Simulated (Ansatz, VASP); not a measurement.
# BaO in VASP and in Ansatz

The input INCAR:

```
PREC     = Accurate       # precision mode
ENCUT    = 600            # plane-wave cutoff, eV
EDIFF    = 1E-6           # SCF threshold, eV
ISMEAR   = 0              # smearing method
SIGMA    = 0.01           # smearing width, eV
LREAL    = False          # projectors in reciprocal space
LASPH    = True           # aspherical terms in the spheres
NELM     = 120            # most SCF steps
ALGO     = Normal         # electronic algorithm
ISIF     = 2              # what is computed and relaxed
LWAVE    = False          # write WAVECAR
LCHARG   = False          # write CHGCAR
GGA      = PE             # functional
ISYM     = 0            
NBANDS   = 15             # bands
GGA_COMPAT= False
```

Contents of KPOINTS:

```
regular mesh
0
Gamma
  6 6 6
```

File POSCAR:

```
BaO
1.0
    0.0000000000      2.7718674917      2.7718674917
    2.7718674917      0.0000000000      2.7718674917
    2.7718674917      2.7718674917      0.0000000000
Ba O
1 1
Direct
    0.0000000000      0.0000000000      0.0000000000
    0.5000000000      0.5000000000      0.5000000000
```

Input for Ansatz:

```yaml
crystal:
  lattice:
    - [0.0, 2.7718674917, 2.7718674917]
    - [2.7718674917, 0.0, 2.7718674917]
    - [2.7718674917, 2.7718674917, 0.0]
  atoms:
    - { symbol: Ba, position: [0.0, 0.0, 0.0] }
    - { symbol: O, position: [0.5, 0.5, 0.5] }
  symmetry: { detect: false }
kpoints:
  mp_grid: { grid: [6, 6, 6] }
hamiltonian:
  xc: pbe
  pseudopotentials: { azcp: { folder: soft_1 } }
scf:
  occupations: { method: fixed }
  n_extra_bands: 4
output:
  forces: true
  stress: true
  eigenvalues: true
```

Alike in both runs: task single point; functional PBE; k mesh 6 × 6 × 6; no spin polarisation.

|  | VASP | Ansatz |
| --- | --- | --- |
| version | VASP 6.6.1 | Ansatz 0.2.0 |
| potentials or method | VASP PAW PBE potentials, release 64 (Ba_sv, O) | plane waves |
| plane-wave cutoff (eV) | 600 | 420 |
| occupations | gaussian, width 0.01 eV | fixed |
| valence electrons in the cell | 16 | 16 |

|  | VASP | Ansatz | Ansatz less VASP |
| --- | --- | --- | --- |
| gap on the k mesh at the Fermi level (eV) | 1.98 | 2.05 | +0.067 |
| pressure (GPa) | 2.8 | 1.2 | -1.60 |

Neither program's run includes spin-orbit coupling.
